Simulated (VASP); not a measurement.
C:

```
CELL_PARAMETERS angstrom
2.11304 -1.22004 0.00000
2.11304 1.22004 0.00000
-1.36981 0.00000 3.47932
ATOMIC_POSITIONS crystal
C 0.16664 0.16664 0.99991
C 0.83336 0.83336 0.00009
```

This cell differs from its parent crystal: volume scaled by 0.98.

Base run:

- Program: VASP 6.6.1
- Functional: PBE
- Potentials or basis: VASP PAW PBE potentials, release 64 (C)
- Cutoff: 520 eV
- k mesh: 13 × 13 × 8
- Occupations: fermi-dirac, width 0.05 eV
- Spin: no spin polarisation

Its results: band gap on the k mesh 0.94 eV, indirect (least direct gap 0.95 eV); pressure 10.0 GPa; largest force 0.004 eV/Å.

**Question.** The run is repeated on the same cell with these changes: functional from PBE to PBEsol. What comes out?

**Answer.** Band gap on the k mesh 0.92 eV, indirect (least direct gap 0.93 eV); pressure 7.3 GPa; largest force 0.004 eV/Å.

PBEsol binds more tightly than PBE, so the same cell stands under less pressure.

Caveats: this functional lacks dispersion, which binds the layers, so the pressure and a relaxed spacing across them are unreliable; the PAW data sets were made with another functional, which shifts forces and pressure a little (some runs).

A k mesh can miss the band edges.
